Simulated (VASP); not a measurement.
Runs of VASP 6.6.1 on Ag. The structure is that of space group P6_3/mmc (No. 194), or close to it. The cells are those of the table. This isn't the form of Ag at room conditions, which is fcc.

```csv
task,level,cell,cutoff (eV),gap on the mesh (eV),pressure (GPa),relaxed volume (Å³/atom)
single point,PBEsol+D3(BJ),"a = 2.886, b = 2.886, c = 10.000 Å, angles 90.0, 90.0, 120.0°, 4 atoms",520,none,-12.0,-
single point,PBEsol+D3(BJ),"a = 2.822, b = 2.822, c = 9.335 Å, angles 90.0, 90.0, 120.0°, 4 atoms",520,none,(b),-
relaxation of cell and atoms,PBEsol,"relaxed from a = 2.886, b = 2.886, c = 10.000 Å, angles 90.0, 90.0, 120.0°, 4 atoms",600,none,0.0,16.63
single point,PBEsol+D3(BJ),"a = 2.813, b = 2.813, c = 9.298 Å, angles 90.0, 90.0, 120.0°, 4 atoms",520,none,(a),-
relaxation of cell and atoms,PBEsol+D4,"relaxed from a = 2.886, b = 2.886, c = 10.000 Å, angles 90.0, 90.0, 120.0°, 4 atoms",600,none,0.0,16.22
```

Alike in all rows: potentials or basis VASP PAW PBE potentials, release 64 (Ag); no spin polarisation; k mesh 11 × 11 × 3; smearing fermi-dirac 0.05 eV.

Question: Fill in the values left out.

Answer: (a) -0.3; (b) -1.7.

Caveats: the PAW data sets were made with another functional, which shifts forces and pressure a little; three body term missing (at least some runs); the cell stands under tension (at least some runs).

A k mesh can miss the band edges, and the runs leave out spin-orbit coupling on Ag.

A gap of «none» marks levels without a gap at the run's occupations.
